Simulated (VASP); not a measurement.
# CdS (Fm-3m) in VASP: further runs, part 2 of 2

VASP 6.6.1. The steps go on from the part before.

## 3. Single point, PBEsol+D4, non-collinear spin, zero start, spin-orbit coupling

INCAR reads:

```
SYSTEM = CdS
PREC = Accurate ; ENCUT = 520
EDIFF = 1E-6 ; ISMEAR = 0
SIGMA = 0.02 ; LREAL = .False.
LASPH = .True. ; NELM = 150
ALGO = Normal ; ISIF = 2
LWAVE = .False. ; LCHARG = .True.
MAGMOM = 0 0 0 0 0 0 ; LORBIT = 11
LSORBIT = .True. ; GGA_COMPAT = .False.
LORBMOM = .True. ; GGA = PS
IVDW = 13 ; LVHAR = .True.
NBANDS = 30
```

KPOINTS reads:

```
Automatic mesh
0
Gamma
  6 6 6
  0 0 0
```

POSCAR reads:

```
CdS
1.0
    0.0000000000      2.7532440000      2.7532440000
    2.7532440000      0.0000000000      2.7532440000
    2.7532440000      2.7532440000      0.0000000000
Cd S
1 1
Direct
    0.0000000000      0.0000000000      0.0000000000
    0.5000000000      0.5000000000      0.5000000000
```

Potentials or basis: VASP PAW PBE potentials, release 64 (Cd, S).

The run is started by

```sh
$ cat potpaw_PBE.64/Cd/POTCAR potpaw_PBE.64/S/POTCAR > POTCAR
$ mpirun -np 1 vasp_ncl > vasp.out
```

OUTCAR:

```text
SYSTEM = CdS
   PREC = Accurate
   ENCUT = 520
   EDIFF = 1E-6
   ISMEAR = 0
   LREAL = .False.
   LASPH = .True.
   NELM = 150
   ISIF = 2
   LORBIT = 11
   LSORBIT = .True.
   GGA = PS
   IVDW = 13

 ion  position               nearest neighbor table
   1  0.000  0.000  0.000-   2 2.75   2 2.75   2 2.75   2 2.75   2 2.75   2 2.75
   2  0.500  0.500  0.500-   1 2.75   1 2.75   1 2.75   1 2.75   1 2.75   1 2.75

  LATTYP: Found a face centered cubic cell.
 ALAT       =     5.5064880000

  Lattice vectors:

 A1 = (   0.0000000000,   2.7532440000,   2.7532440000)
 A2 = (   2.7532440000,   0.0000000000,   2.7532440000)
 A3 = (   2.7532440000,   2.7532440000,   0.0000000000)

Analysis of symmetry for initial positions (statically):
=====================================================================
 Subroutine PRICEL returns:
 Original cell was already a primitive cell.

 Routine SETGRP: Setting up the symmetry group for a
 face centered cubic supercell.

 Subroutine GETGRP returns: Found 48 space group operations
[... 9 lines left out ...]

 Routine SETGRP: Setting up the symmetry group for a
 face centered cubic supercell.

 Subroutine GETGRP returns: Found 48 space group operations
 (whereof 48 operations were pure point group operations)
 out of a pool of 48 trial point group operations.

The dynamic configuration has the point symmetry O_h .

Analysis of structural, dynamic, and magnetic symmetry:
=====================================================================
 Subroutine PRICEL returns:
 Original cell was already a primitive cell.

 Routine SETGRP: Setting up the symmetry group for a
 face centered cubic supercell.

 Subroutine GETGRP returns: Found 48 space group operations
 (whereof 48 operations were pure point group operations)
 out of a pool of 48 trial point group operations.

The overall configuration has the point symmetry O_h .

 Subroutine INISYM returns: Found 48 space group operations
[... 5 lines left out ...]
                                     Primitive cell

  volume of cell :      41.7411

  direct lattice vectors                    reciprocal lattice vectors
     0.000000000  2.753244000  2.753244000    -0.181603955  0.181603955  0.181603955
     2.753244000  0.000000000  2.753244000     0.181603955 -0.181603955  0.181603955
     2.753244000  2.753244000  0.000000000     0.181603955  0.181603955 -0.181603955

  length of vectors
     3.893675005  3.893675005  3.893675005     0.314547277  0.314547277  0.314547277

  position of ions in fractional coordinates (direct lattice)
     0.000000000  0.000000000  0.000000000
     0.500000000  0.500000000  0.500000000

  ion indices of the primitive-cell ions
   primitive index   ion index
                 1           1
                 2           2

----------------------------------------------------------------------------------------
[... 126 lines left out ...]
      5      -5.3528      1.00000
      6      -5.3528      1.00000
[... 517 lines left out ...]
     29      16.2437      0.00000
     30      16.2437      0.00000

------------------------ aborting loop because EDIFF is reached ----------------------------------------

  DFT-D4 for vdW energy calculation

  Edisp (eV):   -0.43065

  FORCE on cell =-STRESS in cart. coord.  units (eV):
  Direction    XX          YY          ZZ          XY          YZ          ZX
  --------------------------------------------------------------------------------------
  -------------------------------------------------------------------------------------
  Total      -1.44891    -1.44891    -1.44891     0.00000    -0.00000    -0.00000
  in kB     -55.61444   -55.61444   -55.61444     0.00000    -0.00000    -0.00000
  external pressure =      -55.61 kB  Pullay stress =        0.00 kB

 VOLUME and BASIS-vectors are now :
 -----------------------------------------------------------------------------
  energy-cutoff  :      520.00
  volume of cell :       41.74
      direct lattice vectors                 reciprocal lattice vectors
     0.000000000  2.753244000  2.753244000    -0.181603955  0.181603955  0.181603955
     2.753244000  0.000000000  2.753244000     0.181603955 -0.181603955  0.181603955
     2.753244000  2.753244000  0.000000000     0.181603955  0.181603955 -0.181603955

 POSITION                                       TOTAL-FORCE (eV/Angst)
 -----------------------------------------------------------------------------------
      0.00000      0.00000      0.00000         0.000000      0.000000     -0.000000
      2.75324      2.75324      2.75324         0.000000     -0.000000      0.000000
 -----------------------------------------------------------------------------------
    total drift:                                0.000000      0.000000      0.000000

  FREE ENERGIE OF THE ION-ELECTRON SYSTEM (eV)
  ---------------------------------------------------
  free  energy   TOTEN  =        -7.0696334650 eV

  energy  without entropy=       -7.0696333766  energy(sigma->0) =       -7.06963342

 orbital moment (x)

 # of ion     p       d       tot
 ----------------------------------------
  1         0.000  -0.000  -0.000
  2         0.000   0.000   0.000
 ----------------------------------------
            0.000  -0.000  -0.000

 orbital moment (y)

 # of ion     p       d       tot
 ----------------------------------------
  1         0.000   0.000   0.000
  2         0.000   0.000   0.000
 ----------------------------------------
            0.000   0.000   0.000

 orbital moment (z)

 # of ion     p       d       tot
 ----------------------------------------
  1         0.000   0.000   0.000
  2         0.000   0.000   0.000
 ----------------------------------------
            0.000   0.000   0.000

 Spin-Orbit-Coupling matrix elements

 Ion:    1  E_soc:     -0.0527110
 l=   1
     0.0000000    -0.0019253    -0.0019253
    -0.0019253     0.0000000    -0.0019253
    -0.0019253    -0.0019253     0.0000000
 l=   2
     0.0000000    -0.0013892     0.0000000    -0.0013892    -0.0054707
    -0.0013892     0.0000000    -0.0041030    -0.0013892    -0.0013677
     0.0000000    -0.0041030     0.0000000    -0.0041030     0.0000000
    -0.0013892    -0.0013892    -0.0041030     0.0000000    -0.0013677
    -0.0054707    -0.0013677     0.0000000    -0.0013677     0.0000000
 l=   3
     0.0000000     0.0000000     0.0000000     0.0000000     0.0000000     0.0000000     0.0000000
     0.0000000     0.0000000     0.0000000     0.0000000     0.0000000     0.0000000     0.0000000
     0.0000000     0.0000000     0.0000000     0.0000000     0.0000000     0.0000000     0.0000000
     0.0000000     0.0000000     0.0000000     0.0000000     0.0000000     0.0000000     0.0000000
     0.0000000     0.0000000     0.0000000     0.0000000     0.0000000     0.0000000     0.0000000
     0.0000000     0.0000000     0.0000000     0.0000000     0.0000000     0.0000000     0.0000000
     0.0000000     0.0000000     0.0000000     0.0000000     0.0000000     0.0000000     0.0000000

 Ion:    2  E_soc:     -0.0020912
 l=   1
     0.0000000    -0.0003485    -0.0003485
    -0.0003485     0.0000000    -0.0003485
    -0.0003485    -0.0003485     0.0000000
 l=   2
     0.0000000     0.0000000     0.0000000     0.0000000     0.0000000
     0.0000000     0.0000000     0.0000000     0.0000000     0.0000000
     0.0000000     0.0000000     0.0000000     0.0000000     0.0000000
     0.0000000     0.0000000     0.0000000     0.0000000     0.0000000
     0.0000000     0.0000000     0.0000000     0.0000000     0.0000000
 l=   3
     0.0000000     0.0000000     0.0000000     0.0000000     0.0000000     0.0000000     0.0000000
     0.0000000     0.0000000     0.0000000     0.0000000     0.0000000     0.0000000     0.0000000
     0.0000000     0.0000000     0.0000000     0.0000000     0.0000000     0.0000000     0.0000000
     0.0000000     0.0000000     0.0000000     0.0000000     0.0000000     0.0000000     0.0000000
     0.0000000     0.0000000     0.0000000     0.0000000     0.0000000     0.0000000     0.0000000
     0.0000000     0.0000000     0.0000000     0.0000000     0.0000000     0.0000000     0.0000000
     0.0000000     0.0000000     0.0000000     0.0000000     0.0000000     0.0000000     0.0000000

 total charge

# of ion       s       p       d       tot
------------------------------------------
    1        0.376   0.243   9.578  10.197
    2        1.334   2.335   0.000   3.669
--------------------------------------------------
tot          1.710   2.578   9.578  13.866

 magnetization (x)

# of ion       s       p       d       tot
------------------------------------------
    1        0.000  -0.000   0.000  -0.000
    2        0.000   0.000   0.000   0.000
--------------------------------------------------
tot          0.000  -0.000   0.000   0.000

 magnetization (y)

# of ion       s       p       d       tot
------------------------------------------
    1       -0.000   0.000   0.000  -0.000
    2        0.000  -0.000   0.000  -0.000
--------------------------------------------------
tot          0.000  -0.000   0.000  -0.000

 magnetization (z)

# of ion       s       p       d       tot
------------------------------------------
    1        0.000   0.000  -0.000  -0.000
    2       -0.000   0.000   0.000  -0.000
--------------------------------------------------
tot         -0.000   0.000  -0.000  -0.000
```

Run time: 57 s. Hardware: 1 thread of Intel Xeon Platinum 8375C at 2.90GHz (Ice Lake), shared host; peak memory 0.28 GiB.

What came out:

| Item | Value |
| --- | --- |
| Free energy | -7.0696 eV |
| Pressure | -5.6 GPa |
| Net moment | 0.00 μB per cell |
| Valence electrons inside the program's atomic spheres | Cd 10.20; S 3.67 |
| Dispersion energy per atom | -0.215 eV |

Moments on the atoms (μB; x, y, z):
```
Cd  0.00 0.00 0.00
S   0.00 0.00 0.00
```

Caveat: the PAW data sets were made with another functional, which shifts forces and pressure a little.
